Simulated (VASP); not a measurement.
# GaGe3 (Fm-3m) in VASP: further runs

GaGe3 is run at these levels: RPBE, revPBE, r2SCAN; tasks: single point.

Everything below comes from runs of VASP 6.6.1. Logs are shortened: lines on timing, memory, paths and dates and some standing lists are left out, and cuts for length are marked.

### 1 The cell of the first run

It takes space group Fm-3m (No. 225, cubic). Conventional cell: a = 6.774 Å, b = 6.774 Å, c = 6.774 Å, α = 90.00°, β = 90.00°, γ = 90.00°. Within 3.9 Å of Ge (site symmetry m-3m) lie 8 Ge at 2.93 Å and 6 Ga at 3.39 Å. Ge (site symmetry -43m) has 10 Ge at 2.93 to 3.39 Å and 4 Ga at 2.93 Å within 3.9 Å. Within 3.9 Å of Ga (site symmetry m-3m) lie 14 Ge at 2.93 to 3.39 Å.

### 2 Single point, RPBE

INCAR

```
PREC = Accurate ; ENCUT = 520
EDIFF = 1E-6 ; ISMEAR = -1
SIGMA = 0.05 ; LREAL = F
LASPH = T ; NELM = 60
ALGO = Normal ; ISIF = 2
LWAVE = F ; LCHARG = F
GGA = RP ; NBANDS = 36
```

KPOINTS

```
Automatic mesh
0
Gamma
  4 4 4
```

POSCAR

```
GaGe3
1.0
    0.0000000000      3.3871670000      3.3871670000
    3.3871670000      0.0000000000      3.3871670000
    3.3871670000      3.3871670000      0.0000000000
Ge Ga
3 1
Direct
    0.5000000000      0.5000000000      0.5000000000
    0.7500000000      0.7500000000      0.7500000000
    0.2500000000      0.2500000000      0.2500000000
    0.0000000000      0.0000000000      0.0000000000
```

Potentials or basis: VASP PAW PBE potentials, release 64 (Ge_d, Ga_d).

The run is started by

```
$ cat potpaw_PBE.64/Ge_d/POTCAR potpaw_PBE.64/Ga_d/POTCAR > POTCAR
$ mpirun -np 1 vasp_std > vasp.out
```

OUTCAR:

```text
PREC = Accurate
   ENCUT = 520
   EDIFF = 1E-6
   ISMEAR = -1
   LREAL = F
   LASPH = T
   NELM = 60
   ISIF = 2
   GGA = RP

 ion  position               nearest neighbor table
   1  0.500  0.500  0.500-
   2  0.750  0.750  0.750-
   3  0.250  0.250  0.250-
   4  0.000  0.000  0.000-

  LATTYP: Found a face centered cubic cell.
 ALAT       =     6.7743340000

  Lattice vectors:

 A1 = (   0.0000000000,   3.3871670000,   3.3871670000)
 A2 = (   3.3871670000,   0.0000000000,   3.3871670000)
 A3 = (   3.3871670000,   3.3871670000,   0.0000000000)

Analysis of symmetry for initial positions (statically):
=====================================================================
 Subroutine PRICEL returns:
 Original cell was already a primitive cell.

 Routine SETGRP: Setting up the symmetry group for a
 face centered cubic supercell.

 Subroutine GETGRP returns: Found 48 space group operations
 (whereof 48 operations were pure point group operations)
 out of a pool of 48 trial point group operations.

The static configuration has the point symmetry O_h .

Analysis of symmetry for dynamics (positions and initial velocities):
=====================================================================
 Subroutine PRICEL returns:
 Original cell was already a primitive cell.

 Routine SETGRP: Setting up the symmetry group for a
 face centered cubic supercell.

 Subroutine GETGRP returns: Found 48 space group operations
 (whereof 48 operations were pure point group operations)
 out of a pool of 48 trial point group operations.

The dynamic configuration has the point symmetry O_h .

 Subroutine INISYM returns: Found 48 space group operations
 (whereof 48 operations are pure point group operations),
 and found     1 'primitive' translations

----------------------------------------------------------------------------------------

                                     Primitive cell

  volume of cell :      77.7213

  direct lattice vectors                    reciprocal lattice vectors
     0.000000000  3.387167000  3.387167000    -0.147615987  0.147615987  0.147615987
     3.387167000  0.000000000  3.387167000     0.147615987 -0.147615987  0.147615987
     3.387167000  3.387167000  0.000000000     0.147615987  0.147615987 -0.147615987

  length of vectors
[... 64 lines left out ...]
   LNONCOLLINEAR =      F non collinear calculations
   LSORBIT =      F    spin-orbit coupling
   LASPH  =      T    aspherical Exc in radial PAW
   ENCUT  =  520.0 eV  38.22 Ry    6.18 a.u.   8.91  8.91  8.91*2*pi/ulx,y,z
   NELM   =     60;   NELMIN=  2; NELMDL= -5     # of ELM steps
   EDIFF  = 0.1E-05   stopping-criterion for ELM
   LREAL  =      F    real-space projection
   EDIFFG = 0.1E-04   stopping-criterion for IOM
   NSW    =      0    number of steps for IOM
   IBRION =     -1    ionic relax: 0-MD 1-quasi-New 2-CG
   NFREE  =      0    steps in history (QN), initial steepest desc. (CG)
   ISIF   =      2    stress and relaxation
   ISYM   =      2    0-nonsym 1-usesym 2-fastsym
   POTIM  = 0.5000    time-step for ionic-motion
   TEBEG  =    0.0;   TEEND  =   0.0 temperature during run
   PSTRESS=    0.0 pullay stress
   NELECT =      55.0000    total number of electrons
   NUPDOWN=      -1.0000    fix difference up-down
   EMIN   =  10.00;   EMAX   =-10.00  energy-range for DOS
   EFERMI =   0.00;   METHOD = LEGACY
   ISMEAR =    -1;   SIGMA  =   0.05  broadening in eV -4-tet -1-fermi 0-gaus
   EFERMI_NEDOS =   21; number of points for ismear=-14 and -15
   IALGO  =     38    algorithm
   IMIX   =      4    mixing-type and parameters
     AMIX     =   0.40;   BMIX     =  1.00
     AMIX_MAG =   1.60;   BMIX_MAG =  1.00
  volume/ion in A,a.u.               =      19.43       131.12
  Fermi-wavevector in a.u.,A,eV,Ry     =   1.458867  2.756859 28.957195  2.128294
  Thomas-Fermi vector in A             =   2.575501
   LORBIT       =      0    0 simple, 1 ext, 2 COOP (PROOUT), +10 PAW based schemes
   GGA     = RP    functional components
   LHFCALC =     F    Hartree Fock is set to
   AEXX    =    0.0000 exact exchange contribution
   IVDW    =     0    specifies the selected vdW correction
   LEPSILON=     F    determine dielectric tensor
   LRPA    =     F    only Hartree local field effects (RPA)
 non-spin polarized calculation
  energy-cutoff  :      520.00
  volume of cell :       77.72
 maximum number of plane-waves:      2120
   NGX = 17   NGY = 17   NGZ = 17

 number of electron      55.0000038 magnetization

 Free energy of the ion-electron system (eV)
  ---------------------------------------------------
  ext. energy  EPLUGINS =         0.00000000
  ---------------------------------------------------
  free energy    TOTEN  =       -14.23339695 eV

  energy without entropy =      -14.22990020  energy(sigma->0) =      -14.23164858

 E-fermi :   6.4310     XC(G=0): -10.9705

 val. band max:        6.2411903614   @ k =  -0.2500   0.2500   0.0000
 cond. band min:       6.5505536347   @ k =   0.0000   0.0000   0.0000
 fundamental gap:      0.3093632733
 Fermi energy:         6.4310292522

 k-point     1 :       0.0000    0.0000    0.0000
  band No.  band energies     occupation
      1     -18.4856      2.00000
      2     -18.4856      2.00000
      3     -18.4856      2.00000
      4     -18.4798      2.00000
      5     -18.4798      2.00000
      6     -18.4126      2.00000
[... 301 lines left out ...]
     35      12.2231      0.00000
     36      12.3430      0.00000

------------------------ aborting loop because EDIFF is reached ----------------------------------------

  FORCE on cell =-STRESS in cart. coord.  units (eV):
  Direction    XX          YY          ZZ          XY          YZ          ZX
  --------------------------------------------------------------------------------------
  -------------------------------------------------------------------------------------
  Total        1.0164194      1.0164194      1.0164194      0.0000000      0.0000000     -0.0000000
  in kB       20.9528790     20.9528790     20.9528790      0.0000000      0.0000000     -0.0000000
  external PRESSURE =      20.9528790 kB  Pullay stress =       0.0000000 kB

 VOLUME and BASIS-vectors are now :
 -----------------------------------------------------------------------------
  energy-cutoff  :      520.00
  volume of cell :       77.72
      direct lattice vectors                 reciprocal lattice vectors
     0.000000000  3.387167000  3.387167000    -0.147615987  0.147615987  0.147615987
     3.387167000  0.000000000  3.387167000     0.147615987 -0.147615987  0.147615987
     3.387167000  3.387167000  0.000000000     0.147615987  0.147615987 -0.147615987

 POSITION                                       TOTAL-FORCE (eV/Angst)
 -----------------------------------------------------------------------------------
      3.38717      3.38717      3.38717         0.000000      0.000000      0.000000
      5.08075      5.08075      5.08075        -0.000000      0.000000     -0.000000
      1.69358      1.69358      1.69358        -0.000000     -0.000000      0.000000
      0.00000      0.00000      0.00000         0.000000      0.000000      0.000000
 -----------------------------------------------------------------------------------
    total drift:                                0.000000      0.000000      0.000000

  FREE ENERGIE OF THE ION-ELECTRON SYSTEM (eV)
  ---------------------------------------------------
  free  energy   TOTEN  =       -14.2333969550 eV

  energy  without entropy=      -14.2299001954  energy(sigma->0) =      -14.23164858
```

OSZICAR:

```text
N       E                     dE             d eps       ncg     rms          rms(c)
DAV:   1     0.433226157469E+03    0.43323E+03   -0.26676E+04   700   0.404E+03
DAV:   2     0.677806519985E+02   -0.36545E+03   -0.35594E+03   576   0.757E+02
DAV:   3    -0.997097415906E+01   -0.77752E+02   -0.76857E+02   608   0.203E+02
DAV:   4    -0.141951870050E+02   -0.42242E+01   -0.41976E+01   688   0.530E+01
DAV:   5    -0.142967840389E+02   -0.10160E+00   -0.10155E+00   640   0.908E+00    0.224E+00
DAV:   6    -0.142501653364E+02    0.46619E-01   -0.97968E-02   740   0.396E+00    0.121E+00
DAV:   7    -0.142340827762E+02    0.16083E-01   -0.40061E-02   768   0.220E+00    0.193E-01
DAV:   8    -0.142334295562E+02    0.65322E-03   -0.71589E-03   620   0.133E+00    0.628E-02
DAV:   9    -0.142333757418E+02    0.53814E-04   -0.46110E-04   744   0.922E-01    0.338E-02
DAV:  10    -0.142333954333E+02   -0.19692E-04   -0.16478E-04   704   0.129E-01    0.136E-02
DAV:  11    -0.142333961398E+02   -0.70648E-06   -0.13517E-05   740   0.129E-01    0.523E-03
DAV:  12    -0.142333969550E+02   -0.81514E-06   -0.29725E-06   472   0.663E-02
   1 F= -.14233397E+02 E0= -.14231649E+02  d E =-.349676E-02
```

stdout:

```text
POSCAR found type information on POSCAR GeGa
 POSCAR found :  2 types and       4 ions
 scaLAPACK will be used
 -----------------------------------------------------------------------------
|                                                                             |
|                                                                             |
|     You enforced a specific xc type in the INCAR file but a different       |
|     I HOPE YOU KNOW WHAT YOU ARE DOING!                                     |
|                                                                             |
 -----------------------------------------------------------------------------

 LDA part: xc-table for (Slater+PW92), standard interpolation
 POSCAR, INCAR and KPOINTS ok, starting setup
 FFT: planning ... GRIDC
 FFT: planning ... GRID_SOFT
 FFT: planning ... GRID
 WAVECAR not read
 entering main loop
```

Run time: 18 s. Hardware: 1 thread of Intel Xeon Platinum 8488C (Sapphire Rapids), shared host; peak memory 0.2 GiB.

Results:

```yaml
Free_energy: -14.2334 eV
Pressure: 2.1 GPa
```

Levels at points of the mesh, in eV from the Fermi level:
| k point | band 25 | band 26 | band 27 | band 28 | band 29 | band 30 | band 31 | band 32 |
| --- | --- | --- | --- | --- | --- | --- | --- | --- |
| (0.00, 0.00, 0.00) | -1.72 | -1.72 | -1.45 | -1.45 | -1.45 | -1.27 | 0.12 | 0.12 |
| (0.50, 0.00, 0.00) | -2.73 | -2.73 | -2.18 | -2.18 | 1.65 | 1.66 | 3.84 | 3.84 |
| (0.50, 0.50, 0.00) | -4.96 | -4.96 | 2.76 | 2.85 | 2.85 | 3.26 | 3.55 | 3.55 |

Caveat: the k points lie up to 0.40 Å⁻¹ apart; the PAW data sets were made with another functional, which shifts forces and pressure a little.

### 3 Single point, revPBE

INCAR

```
SYSTEM = GaGe3
PREC = Accurate
ENCUT = 520
EDIFF = 1E-7
ISMEAR = -1
SIGMA = 0.05
LREAL = .FALSE.
LASPH = .TRUE.
NELM = 80
ALGO = Normal
ISIF = 2
LWAVE = .FALSE.
LCHARG = .FALSE.
GGA = RE
NBANDS = 36
```

KPOINTS

```
Automatic mesh
0
G
  4 4 4
  0 0 0
```

POSCAR is that of step 2.

Potentials or basis: VASP PAW PBE potentials, release 64 (Ge_d, Ga_d).

The run is started by

```
$ cat potpaw_PBE.64/Ge_d/POTCAR potpaw_PBE.64/Ga_d/POTCAR > POTCAR
$ mpirun -np 1 vasp_std > vasp.out
```

Wall time 22 s (1 thread of Intel Xeon Platinum 8488C (Sapphire Rapids), shared host); peak memory 0.2 GiB.

It converged, with:

```yaml
Free_energy: -14.4739 eV
Pressure: 1.6 GPa
```

Levels at points of the mesh, in eV from the Fermi level:
```tsv
k point	band 25	band 26	band 27	band 28	band 29	band 30	band 31	band 32
(0.00, 0.00, 0.00)	-1.72	-1.72	-1.45	-1.45	-1.45	-1.29	0.12	0.12
(0.50, 0.00, 0.00)	-2.73	-2.73	-2.18	-2.18	1.64	1.65	3.84	3.84
(0.50, 0.50, 0.00)	-4.95	-4.95	2.74	2.85	2.85	3.24	3.54	3.54
```

Caveat: the k points lie up to 0.40 Å⁻¹ apart; the PAW data sets were made with another functional, which shifts forces and pressure a little.

### 4 Single point, r2SCAN

POSCAR is that of step 3.

INCAR.step1

```
SYSTEM = GaGe3
PREC = Accurate ; ENCUT = 520
ISMEAR = -1 ; SIGMA = 0.05
LREAL = .False. ; LASPH = .True.
NELM = 100 ; NBANDS = 36
GGA = PE ; ALGO = Normal
EDIFF = 1E-4 ; LWAVE = .True.
LCHARG = .False.
```

INCAR.step2

```
SYSTEM = GaGe3
PREC = Accurate ; ENCUT = 520
EDIFF = 1E-7 ; ISMEAR = -1
SIGMA = 0.05 ; LREAL = .False.
LASPH = .True. ; NELM = 100
ALGO = Normal ; ISIF = 2
LWAVE = .False. ; LCHARG = .False.
METAGGA = R2SCAN ; LMIXTAU = .True.
NBANDS = 36 ; ISTART = 1
```

KPOINTS

```
regular mesh
0
Gamma
  4 4 4
  0 0 0
```

The run is started by

```
$ cat potpaw_PBE.64/Ge_d/POTCAR potpaw_PBE.64/Ga_d/POTCAR > POTCAR
$ cp INCAR.step1 INCAR
$ mpirun -np 1 vasp_std > vasp.out
$ cp INCAR.step2 INCAR
$ mpirun -np 1 vasp_std > vasp.out
```

Run time: 82 s. Hardware: 1 thread of Intel Xeon Platinum 8488C (Sapphire Rapids), shared host; peak memory 0.22 GiB.

It converged, with:

```yaml
Free_energy: -51.4030 eV
Pressure: -1.6 GPa
```

Levels at points of the mesh, in eV from the Fermi level:
```csv
k point,band 24,band 25,band 26,band 27,band 28,band 29,band 30,band 31,band 32,band 33
"(0.00, 0.00, 0.00)",-1.79,-1.79,-1.79,-1.47,-1.47,-1.47,-1.16,0.10,0.10,0.10
"(0.50, 0.00, 0.00)",-4.40,-2.85,-2.85,-2.26,-2.26,1.77,1.79,4.09,4.09,4.73
"(0.50, 0.50, 0.00)",-6.12,-5.19,-5.19,2.97,2.97,3.05,3.55,3.71,3.71,4.38
```

Caveat: the k points lie up to 0.40 Å⁻¹ apart; the PAW data sets were made with another functional, which shifts forces and pressure a little.

### 5 Overview

```csv
level,gap on the mesh (eV),pressure (GPa)
RPBE,none,2.1
revPBE,none,1.6
r2SCAN,none,-1.6
```

Alike in all rows: task single point; potentials or basis VASP PAW PBE potentials, release 64 (Ge_d, Ga_d); no spin polarisation; cell as given; k mesh 4 × 4 × 4; cutoff (eV) 520; smearing fermi-dirac 0.05 eV.

Caveats: all runs use coarse meshes; the PAW data sets were made with another functional, which shifts forces and pressure a little.

Absolute energies hang on the potentials; compare differences alone.
